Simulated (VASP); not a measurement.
# Sn (Im-3m) in VASP: further runs

Sn is run at these levels: PBEsol-based screened hybrid with 25 % exact exchange; tasks: single point.

All numbers are computed with VASP 6.6.1; they aren't measurements. Logs are shortened: lines on timing, memory, paths and dates and some standing lists are left out, and cuts for length are marked.

## 1. The cell of the first run

Symmetry: Im-3m, No. 229, cubic system. Conventional cell: a = 3.789 Å, b = 3.789 Å, c = 3.789 Å, α = 90.00°, β = 90.00°, γ = 90.00°. Within 4.3 Å of Sn (site symmetry m-3m) lie 14 Sn at 3.28 to 3.79 Å.

This isn't the form of Sn at room conditions, which is tetragonal (white tin).

## 2. Single point, PBEsol-based screened hybrid with 25 % exact exchange

File POSCAR:

```
Sn
1.0
   -1.8946518192      1.8946518192      1.8946518192
    1.8946518192     -1.8946518192      1.8946518192
    1.8946518192      1.8946518192     -1.8946518192
Sn
1
Direct
    0.0000000000      0.0000000000      0.0000000000
```

File INCAR.step1:

```
SYSTEM = Sn
  PREC = Accurate
  ENCUT = 520
  EDIFF = 1E-5
  ISMEAR = -1
  SIGMA = 0.05
  LREAL = .False.
  LASPH = .True.
  NELM = 100
  ALGO = Normal
  ISIF = 2
  LWAVE = .True.
  LCHARG = .False.
  GGA = PE
  NBANDS = 13
```

File INCAR.step2:

```
SYSTEM = Sn
  PREC = Accurate
  ENCUT = 520
  EDIFF = 1E-7
  ISMEAR = -1
  SIGMA = 0.05
  LREAL = .False.
  LASPH = .True.
  NELM = 100
  ALGO = Normal
  ISIF = 2
  LWAVE = .False.
  LCHARG = .False.
  GGA = PS
  LHFCALC = .True.
  AEXX = 0.25
  HFSCREEN = 0.207
  PRECFOCK = Normal
  ISTART = 1
  NBANDS = 13
```

File KPOINTS:

```
regular mesh
0
Gamma
  5 5 5
  0 0 0
```

Potentials or basis: VASP PAW PBE potentials, release 64 (Sn_d).

Command:

```console
$ cat potpaw_PBE.64/Sn_d/POTCAR > POTCAR
$ cp INCAR.step1 INCAR
$ mpirun -np 1 vasp_std > vasp.out
$ cp INCAR.step2 INCAR
$ mpirun -np 1 vasp_std > vasp.out
```

OUTCAR:

```text
SYSTEM = Sn
   PREC = Accurate
   ENCUT = 520
   EDIFF = 1E-7
   ISMEAR = -1
   LREAL = .False.
   LASPH = .True.
   NELM = 100
   ISIF = 2
   GGA = PS
   LHFCALC = .True.
   AEXX = 0.25
   HFSCREEN = 0.207
   PRECFOCK = Normal
   ISTART = 1

 ion  position               nearest neighbor table
   1  0.000  0.000  0.000-

  LATTYP: Found a body centered cubic cell.
 ALAT       =     3.7893036384

  Lattice vectors:

 A1 = (  -1.8946518192,   1.8946518192,   1.8946518192)
 A2 = (   1.8946518192,  -1.8946518192,   1.8946518192)
 A3 = (   1.8946518192,   1.8946518192,  -1.8946518192)

Analysis of symmetry for initial positions (statically):
=====================================================================
 Subroutine PRICEL returns:
 Original cell was already a primitive cell.

 Routine SETGRP: Setting up the symmetry group for a
 body centered cubic supercell.

 Subroutine GETGRP returns: Found 48 space group operations
 (whereof 48 operations were pure point group operations)
 out of a pool of 48 trial point group operations.

The static configuration has the point symmetry O_h .

Analysis of symmetry for dynamics (positions and initial velocities):
=====================================================================
 Subroutine PRICEL returns:
 Original cell was already a primitive cell.

 Routine SETGRP: Setting up the symmetry group for a
 body centered cubic supercell.

 Subroutine GETGRP returns: Found 48 space group operations
 (whereof 48 operations were pure point group operations)
 out of a pool of 48 trial point group operations.

The dynamic configuration has the point symmetry O_h .

 Subroutine INISYM returns: Found 48 space group operations
 (whereof 48 operations are pure point group operations),
 and found     1 'primitive' translations

----------------------------------------------------------------------------------------

                                     Primitive cell

  volume of cell :      27.2050

  direct lattice vectors                    reciprocal lattice vectors
    -1.894651819  1.894651819  1.894651819     0.000000000  0.263900731  0.263900731
     1.894651819 -1.894651819  1.894651819     0.263900731  0.000000000  0.263900731
     1.894651819  1.894651819 -1.894651819     0.263900731  0.263900731  0.000000000

  length of vectors
     3.281633214  3.281633214  3.281633214     0.373211993  0.373211993  0.373211993

  position of ions in fractional coordinates (direct lattice)
     0.000000000  0.000000000  0.000000000

  ion indices of the primitive-cell ions
   primitive index   ion index
                 1           1

----------------------------------------------------------------------------------------

 KPOINTS: regular mesh

Automatic generation of k-mesh.
 Grid dimensions read from file:
 generate k-points for:    5    5    5

 Generating k-lattice:

  Cartesian coordinates                     Fractional coordinates (reciprocal lattice)
     0.000000000  0.052780146  0.052780146     0.200000000  0.000000000  0.000000000
     0.052780146  0.000000000  0.052780146     0.000000000  0.200000000  0.000000000
     0.052780146  0.052780146  0.000000000     0.000000000  0.000000000  0.200000000

  Length of vectors
     0.074642399  0.074642399  0.074642399

  Shift w.r.t. Gamma in fractional coordinates (k-lattice)
     0.000000000  0.000000000  0.000000000

 Subroutine IBZKPT returns following result:
 ===========================================

 Found     10 irreducible k-points:

 Following reciprocal coordinates:
            Coordinates               Weight
  0.000000  0.000000  0.000000      1.000000
  0.200000  0.000000  0.000000     12.000000
  0.400000  0.000000  0.000000     12.000000
  0.200000  0.200000  0.000000     24.000000
  0.400000  0.200000 -0.000000     24.000000
  0.200000  0.200000  0.200000      8.000000
 -0.200000  0.200000  0.200000      6.000000
 -0.400000  0.400000  0.200000     24.000000
 -0.400000 -0.400000  0.200000      8.000000
 -0.400000  0.400000  0.400000      6.000000
   k-points           NKPTS =     10   k-points in BZ     NKDIM =    125   number of bands    NBANDS=     13
   number of dos      NEDOS =    301   number of ions     NIONS =      1
   total plane-waves  NPLWV =  13824
   dimension x,y,z NGX =    24 NGY =   24 NGZ =   24
   dimension x,y,z NGXF=    48 NGYF=   48 NGZF=   48
   ions per type =               1
   NGX,Y,Z   is equivalent  to a cutoff of  12.16, 12.16, 12.16 a.u.
   NGXF,Y,Z  is equivalent  to a cutoff of  24.32, 24.32, 24.32 a.u.
 SYSTEM =  Sn
   PREC   = accura    normal or accurate (medium, high low for compatibility)
   ISTART =      1    job   : 0-new  1-cont  2-samecut
   ICHARG =      0    charge: 1-file 2-atom 10-const
   ISPIN  =      1    spin polarized calculation?
   LNONCOLLINEAR =      F non collinear calculations
   LSORBIT =      F    spin-orbit coupling
   LASPH  =      T    aspherical Exc in radial PAW
   ENCUT  =  520.0 eV  38.22 Ry    6.18 a.u.   6.10  6.10  6.10*2*pi/ulx,y,z
   NELM   =    100;   NELMIN=  2; NELMDL=  0     # of ELM steps
   EDIFF  = 0.1E-06   stopping-criterion for ELM
   LREAL  =      F    real-space projection
   EDIFFG = 0.1E-05   stopping-criterion for IOM
   NSW    =      0    number of steps for IOM
   IBRION =     -1    ionic relax: 0-MD 1-quasi-New 2-CG
   NFREE  =      0    steps in history (QN), initial steepest desc. (CG)
   ISIF   =      2    stress and relaxation
   ISYM   =      3    0-nonsym 1-usesym 2-fastsym
   POTIM  = 0.5000    time-step for ionic-motion
   TEBEG  =    0.0;   TEEND  =   0.0 temperature during run
   PSTRESS=    0.0 pullay stress
   NELECT =      14.0000    total number of electrons
   NUPDOWN=      -1.0000    fix difference up-down
   EMIN   =  10.00;   EMAX   =-10.00  energy-range for DOS
   EFERMI =   0.00;   METHOD = LEGACY
   ISMEAR =    -1;   SIGMA  =   0.05  broadening in eV -4-tet -1-fermi 0-gaus
   EFERMI_NEDOS =   21; number of points for ismear=-14 and -15
   IALGO  =     38    algorithm
   IMIX   =      1    mixing-type and parameters
     AMIX     =   0.40;   BMIX     =  1.00
     AMIX_MAG =   1.60;   BMIX_MAG =  1.00
  volume/ion in A,a.u.               =      27.20       183.59
  Fermi-wavevector in a.u.,A,eV,Ry     =   1.311902  2.479136 23.416813  1.721087
  Thomas-Fermi vector in A             =   2.442332
   LORBIT       =      0    0 simple, 1 ext, 2 COOP (PROOUT), +10 PAW based schemes
   GGA     = PS    functional components
   LHFCALC =     T    Hartree Fock is set to
   PRECFOCK=normal    Normal, Fast or Accurate (Low or Medium for compatibility)
   ENCUT4O =  -1.0   cutoff for four orbital integrals eV
   NKREDX  =     1    reduce k-point grid by
   NKREDY  =     1    reduce k-point grid by
   NKREDZ  =     1    reduce k-point grid by
   AEXX    =    0.2500 exact exchange contribution
   HFSCREEN=    0.2070 screening length (either q_TF or 0.3 A-1)
   HFSCREENC=   0.2070 screening length for correlation (either q_TF or 0.3 A-1)
   ENCUTFOCK=  -1.0 apply spherical cutoff to Coloumb kernel
   IVDW    =     0    specifies the selected vdW correction
   LEPSILON=     F    determine dielectric tensor
   LRPA    =     F    only Hartree local field effects (RPA)
 non-spin polarized calculation
  energy-cutoff  :      520.00
  volume of cell :       27.20
 maximum number of plane-waves:       751
  NGX = 20; NGY = 20; NGZ = 20

 number of electron      13.9999996 magnetization

 Free energy of the ion-electron system (eV)
  ---------------------------------------------------
  ext. energy  EPLUGINS =         0.00000000
  ---------------------------------------------------
  free energy    TOTEN  =        -4.38435822 eV

  energy without entropy =       -4.35592289  energy(sigma->0) =       -4.37014056

 E-fermi :   7.9505     XC(G=0):  -8.6590

 val. band max:        7.9420324704   @ k =  -0.4000   0.4000   0.4000
 cond. band min:       8.0420328425   @ k =  -0.4000   0.4000   0.4000
 fundamental gap:      0.1000003721
 Fermi energy:         7.9504737399

 k-point     1 :       0.0000    0.0000    0.0000
  band No.  band energies     occupation
      1     -15.8486      2.00000
      2     -15.8486      2.00000
      3     -15.8486      2.00000
      4     -15.7028      2.00000
      5     -15.7028      2.00000
      6      -4.5542      2.00000
      7      16.7142      0.00000
      8      16.7142      0.00000
      9      16.7142      0.00000
     10      20.8653      0.00000
     11      20.8653      0.00000
     12      20.8653      0.00000
     13      21.4724      0.00000

 k-point     2 :       0.2000    0.0000    0.0000
  band No.  band energies     occupation
      1     -15.8653      2.00000
      2     -15.8289      2.00000
      3     -15.7702      2.00000
      4     -15.7188      2.00000
      5     -15.7058      2.00000
      6      -3.5771      2.00000
      7      11.3677      0.00000
      8      14.3561      0.00000
      9      15.5995      0.00000
     10      17.9809      0.00000
     11      18.3213      0.00000
     12      20.7180      0.00000
     13      22.7648      0.00000

 k-point     3 :       0.4000    0.0000    0.0000
  band No.  band energies     occupation
      1     -15.8924      2.00000
      2     -15.8298      2.00000
      3     -15.7163      2.00000
      4     -15.7103      2.00000
      5     -15.6404      2.00000
      6      -0.6830      2.00000
      7       4.8156      2.00000
      8      12.2728      0.00000
      9      14.1783      0.00000
     10      16.6518      0.00000
     11      16.9345      0.00000
     12      23.0010      0.00000
     13      24.3308      0.00000
[... 81 lines left out ...]
 k-point     9 :      -0.4000   -0.4000    0.2000
  band No.  band energies     occupation
      1     -15.8091      2.00000
      2     -15.8091      2.00000
      3     -15.7802      2.00000
      4     -15.6583      2.00000
      5     -15.6583      2.00000
      6       2.6674      2.00000
      7       5.6726      2.00000
      8       5.6726      2.00000
      9      12.8414      0.00000
     10      16.1799      0.00000
     11      16.1799      0.00000
     12      20.1527      0.00000
     13      27.6261      0.00000

 k-point    10 :      -0.4000    0.4000    0.4000
  band No.  band energies     occupation
      1     -15.8546      2.00000
      2     -15.8393      2.00000
      3     -15.6658      2.00000
      4     -15.6658      2.00000
      5     -15.6590      2.00000
      6       2.9964      2.00000
      7       7.9420      1.08422
      8       7.9420      1.08421
      9       8.0420      0.27620
     10      12.4484      0.00000
     11      14.8989      0.00000
     12      25.9376      0.00000
     13      27.1071      0.00000

------------------------ aborting loop because EDIFF is reached ----------------------------------------

  FORCE on cell =-STRESS in cart. coord.  units (eV):
  Direction    XX          YY          ZZ          XY          YZ          ZX
  --------------------------------------------------------------------------------------
  -------------------------------------------------------------------------------------
  Total        0.0869345      0.0869345      0.0869345     -0.0000000     -0.0000000      0.0000000
  in kB        5.1198188      5.1198188      5.1198188     -0.0000000     -0.0000000      0.0000000
  external PRESSURE =       5.1198188 kB  Pullay stress =       0.0000000 kB

 VOLUME and BASIS-vectors are now :
 -----------------------------------------------------------------------------
  energy-cutoff  :      520.00
  volume of cell :       27.20
      direct lattice vectors                 reciprocal lattice vectors
    -1.894651819  1.894651819  1.894651819     0.000000000  0.263900731  0.263900731
     1.894651819 -1.894651819  1.894651819     0.263900731  0.000000000  0.263900731
     1.894651819  1.894651819 -1.894651819     0.263900731  0.263900731  0.000000000

 POSITION                                       TOTAL-FORCE (eV/Angst)
 -----------------------------------------------------------------------------------
      0.00000      0.00000      0.00000         0.000000      0.000000      0.000000
 -----------------------------------------------------------------------------------
    total drift:                               -0.000001      0.000002     -0.000001

  FREE ENERGIE OF THE ION-ELECTRON SYSTEM (eV)
  ---------------------------------------------------
  free  energy   TOTEN  =        -4.3843582239 eV

  energy  without entropy=       -4.3559228913  energy(sigma->0) =       -4.37014056
```

Run time: 7.2 min. Hardware: 1 thread of Intel Xeon Platinum 8488C (Sapphire Rapids), shared host; peak memory 0.24 GiB.

Results:

```yaml
Free_energy: -4.3844 eV
Pressure: 0.5 GPa
Band_gap_on_the_k_mesh: zero (bands 7 and 8 overlap by 11.04 eV)
```

Caveat: the k points lie up to 0.47 Å⁻¹ apart, too coarse for converged energies and pressures of a metal; the PAW data sets were made with another functional, which shifts forces and pressure a little; spin-orbit coupling is left out, which moves the levels of the heavy elements.

## 3. Single point, PBEsol-based screened hybrid with 25 % exact exchange

This run uses another cell than the first one, of 28.57 Å³/atom.

File POSCAR:

```
Sn
1.0
   -1.9258799305      1.9258799305      1.9258799305
    1.9258799305     -1.9258799305      1.9258799305
    1.9258799305      1.9258799305     -1.9258799305
Sn
1
Direct
    0.0000000000      0.0000000000      0.0000000000
```

File INCAR.step1:

```
PREC     = Accurate       # precision mode
ENCUT    = 520            # plane-wave cutoff, eV
EDIFF    = 1E-5           # SCF threshold, eV
ISMEAR   = -1             # smearing method
SIGMA    = 0.05           # smearing width, eV
LREAL    = F              # projectors in reciprocal space
LASPH    = T              # aspherical terms in the spheres
NELM     = 80             # most SCF steps
ALGO     = Normal         # electronic algorithm
ISIF     = 2              # what is computed and relaxed
LWAVE    = T              # write WAVECAR
LCHARG   = F              # write CHGCAR
GGA      = PE             # functional
NBANDS   = 13             # bands
```

File INCAR.step2:

```
PREC     = Accurate       # precision mode
ENCUT    = 520            # plane-wave cutoff, eV
EDIFF    = 1E-6           # SCF threshold, eV
ISMEAR   = -1             # smearing method
SIGMA    = 0.05           # smearing width, eV
LREAL    = F              # projectors in reciprocal space
LASPH    = T              # aspherical terms in the spheres
NELM     = 80             # most SCF steps
ALGO     = Normal         # electronic algorithm
ISIF     = 2              # what is computed and relaxed
LWAVE    = F              # write WAVECAR
LCHARG   = F              # write CHGCAR
GGA      = PS             # functional
LHFCALC  = T              # exact exchange
AEXX     = 0.25           # exact-exchange fraction
HFSCREEN = 0.207          # screening, 1/A
PRECFOCK = Normal       
ISTART   = 1            
NBANDS   = 13             # bands
```

File KPOINTS:

```
Automatic mesh
0
Gamma
  5 5 5
```

Potentials or basis: VASP PAW PBE potentials, release 64 (Sn_d).

Command:

```console
$ cat potpaw_PBE.64/Sn_d/POTCAR > POTCAR
$ cp INCAR.step1 INCAR
$ mpirun -np 1 vasp_std > vasp.out
$ cp INCAR.step2 INCAR
$ mpirun -np 1 vasp_std > vasp.out
```

OUTCAR:

```text
PREC = Accurate
   ENCUT = 520
   EDIFF = 1E-6
   ISMEAR = -1
   LREAL = F
   LASPH = T
   NELM = 80
   ISIF = 2
   GGA = PS
   LHFCALC = T
   AEXX = 0.25
   HFSCREEN = 0.207
   PRECFOCK = Normal
   ISTART = 1

 ion  position               nearest neighbor table
   1  0.000  0.000  0.000-

  LATTYP: Found a body centered cubic cell.
 ALAT       =     3.8517598610

  Lattice vectors:

[... 329 lines left out ...]
      8       7.4026      1.03797
      9       7.4026      1.03795
     10      11.8608      0.00000
     11      14.1920      0.00000
     12      25.0257      0.00000
     13      25.9778      0.00000

------------------------ aborting loop because EDIFF is reached ----------------------------------------

  FORCE on cell =-STRESS in cart. coord.  units (eV):
  Direction    XX          YY          ZZ          XY          YZ          ZX
  --------------------------------------------------------------------------------------
  -------------------------------------------------------------------------------------
  Total       -0.0056702     -0.0056702     -0.0056702     -0.0000000      0.0000000     -0.0000000
  in kB       -0.3179498     -0.3179498     -0.3179498     -0.0000000      0.0000000     -0.0000000
  external PRESSURE =      -0.3179498 kB  Pullay stress =       0.0000000 kB

 VOLUME and BASIS-vectors are now :
 -----------------------------------------------------------------------------
  energy-cutoff  :      520.00
  volume of cell :       28.57
      direct lattice vectors                 reciprocal lattice vectors
    -1.925879931  1.925879931  1.925879931     0.000000000  0.259621585  0.259621585
     1.925879931 -1.925879931  1.925879931     0.259621585  0.000000000  0.259621585
     1.925879931  1.925879931 -1.925879931     0.259621585  0.259621585  0.000000000

 POSITION                                       TOTAL-FORCE (eV/Angst)
 -----------------------------------------------------------------------------------
      0.00000      0.00000      0.00000        -0.000000     -0.000000      0.000000
 -----------------------------------------------------------------------------------
    total drift:                               -0.000024      0.000008      0.000024

  FREE ENERGIE OF THE ION-ELECTRON SYSTEM (eV)
  ---------------------------------------------------
  free  energy   TOTEN  =        -4.3889595222 eV

  energy  without entropy=       -4.3680475285  energy(sigma->0) =       -4.37850353
```

Wall time 5.4 min (1 thread of Intel Xeon Platinum 8488C (Sapphire Rapids), shared host); peak memory 0.26 GiB.

What came out:

```
Free energy            : -4.3890 eV
Pressure               : 0.0 GPa
Band gap on the k mesh : zero (bands 7 and 8 overlap by 10.43 eV)
```

Levels at points of the mesh, in eV from the Fermi level:
```
           k point  band 4  band 5  band 6  band 7  band 8  band 9  band 10  band 11
(0.00, 0.00, 0.00)  -23.63  -23.63  -12.15    8.27    8.27    8.27    12.75    12.75
```

Caveat: the k points lie up to 0.46 Å⁻¹ apart, too coarse for converged energies and pressures of a metal; the PAW data sets were made with another functional, which shifts forces and pressure a little; spin-orbit coupling is left out, which moves the levels of the heavy elements.
